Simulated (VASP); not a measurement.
Write the native input for VASP 6.6.1 that does the following.

* Task: electric field gradients
* Functional: PBE
* Potentials or basis: VASP PAW PBE potentials, release 64 (Hg, Te)
* Cutoff: 520 eV
* k mesh: 11 × 11 × 11
* Occupations: fermi-dirac, width 0.03 eV
* Spin: no spin polarisation
* Dipole correction: no
* Further INCAR settings: ALGO = Normal; EDIFF = 1e-08; NBANDS = 16

The structure of HgTe lies in POSCAR:

```
HgTe
1.0
   -0.0644700000      3.1912650000      3.1912650000
    3.1912650000     -0.0644700000      3.1912650000
    3.1912650000      3.1912650000     -0.0644700000
Hg Te
1 1
Direct
    0.0000000000      0.0000000000      0.0000000000
    0.7500000000      0.7500000000      0.7500000000
```

This cell differs from its parent crystal: equal xy, yz and zx shear strains of -2 %.

One way to write it, as run:

INCAR

```
ALGO = Normal
EDIFF = 1E-8
ENCUT = 520
GGA = PE
ISIF = 2
ISMEAR = -1
LASPH = T
LCHARG = F
LEFG = T
LREAL = F
LWAVE = F
NBANDS = 16
NELM = 60
PREC = Accurate
SIGMA = 0.03
```

KPOINTS

```
k-points
0
Gamma
  11 11 11
```

Potentials or basis: VASP PAW PBE potentials, release 64 (Hg, Te).

The run is started by

```bash
$ cat potpaw_PBE.64/Hg/POTCAR potpaw_PBE.64/Te/POTCAR > POTCAR
$ mpirun -np 1 vasp_std > vasp.out
```

It gave:

```yaml
Pressure: 4.2 GPa
Largest_force: 0.264 eV/Å
Band_gap_on_the_k_mesh: 0.11 eV, direct
```

Caveat: the cell differs from its parent crystal (equal xy, yz and zx shear strains of -2 %); without QUAD_EFG the Cq values of the log hold for a quadrupole moment of 1 mb, not for the nuclei; spin-orbit coupling is left out, which moves the levels of the heavy elements.

Wall time 2.6 min on 1 thread of Intel(R) Xeon(R) Platinum 8488C (Sapphire Rapids) (shared host), peak memory 0.31 GiB.
